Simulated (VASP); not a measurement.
Ga4AsN3:

```xyz
8
Lattice="3.1985 0.0000 0.0000 0.0000 3.1985 4.5233 0.0000 -3.1985 4.5233" Properties=species:S:1:pos:R:3 pbc="T T T"
N     0.0000    0.0000    0.0000
N     1.5992   -1.5992    2.2617
N     1.5992    1.5992    2.2617
As    0.0000    0.0000    4.5233
Ga    1.5992    0.0000    7.9158
Ga    0.0000    1.5992    5.6541
Ga    0.0000   -1.5992    5.6541
Ga    1.5992    0.0000    3.3925
```

| Quantity | Value |
| --- | --- |
| Program | VASP 6.6.1 |
| Task | relaxation of cell and atoms |
| Functional | PBE |
| Potentials or basis | VASP PAW PBE potentials, release 64 (N, As, Ga_d) |
| Cutoff | 600 eV |
| k mesh | 8 × 4 × 4 |
| Occupations | fermi-dirac, width 0.02 eV |
| Spin | no spin polarisation |

At the start: pressure 55.5 GPa; volume 11.57 Å³/atom.

Task: How do energy, volume and symmetry change on relaxing?

Result: Over 23 steps the energy falls by 742.6 meV/atom and the volume is 14.49 Å³/atom (+25.2 %); space group Amm2 (No. 38, to 0.05 Å).

Step by step:
```csv
step,energy change (eV),largest force (eV/Å),pressure (GPa),volume (Å³)
1,0.0000,10.8490,55.46,92.55
2,-1.4299,2.3179,-16.90,157.21
3,-5.8343,0.9259,-2.47,118.29
4,-5.8729,0.9893,-0.84,116.64
5,-5.8836,1.0341,0.67,115.23
6,-5.9280,0.1373,-0.50,116.28
7,-5.9281,0.1315,-0.60,116.32
8,-5.9392,0.1046,0.05,115.74
9,-5.9395,0.1108,0.16,115.65
10,-5.9408,0.0364,0.03,115.81
11,-5.9409,0.0222,0.00,115.86
12,-5.9409,0.0271,-0.01,115.87
13,-5.9410,0.0178,0.03,115.87
14,-5.9411,0.0137,0.03,115.87
15,-5.9411,0.0100,-0.02,115.92
16,-5.9411,0.0087,-0.01,115.91
17,-5.9411,0.0056,0.02,115.90
18,-5.9411,0.0055,0.01,115.90
19,-5.9411,0.0069,0.02,115.90
20,-5.9411,0.0053,0.01,115.90
21,-5.9411,0.0051,-0.03,115.91
22,-5.9411,0.0069,-0.01,115.91
23,-5.9411,0.0027,0.04,115.90
```

Final structure:
```yaml
crystal:
  lattice:
    - [3.40321, 0.00000, 0.00000]
    - [0.00000, 3.47465, 4.90049]
    - [0.00000, -3.47465, 4.90049]
  atoms:
    - { symbol: N, position: [0.00000, 0.00169, 0.00169] }
    - { symbol: N, position: [0.50000, 0.00112, 0.49617] }
    - { symbol: N, position: [0.50000, 0.49617, 0.00112] }
    - { symbol: As, position: [0.00000, 0.50457, 0.50457] }
    - { symbol: Ga, position: [0.50000, 0.87743, 0.87743] }
    - { symbol: Ga, position: [0.00000, 0.91370, 0.36001] }
    - { symbol: Ga, position: [0.00000, 0.36001, 0.91370] }
    - { symbol: Ga, position: [0.50000, 0.34531, 0.34531] }
```

Caveat: the volume moved by over 15 % at a fixed basis, so the end points are rough.
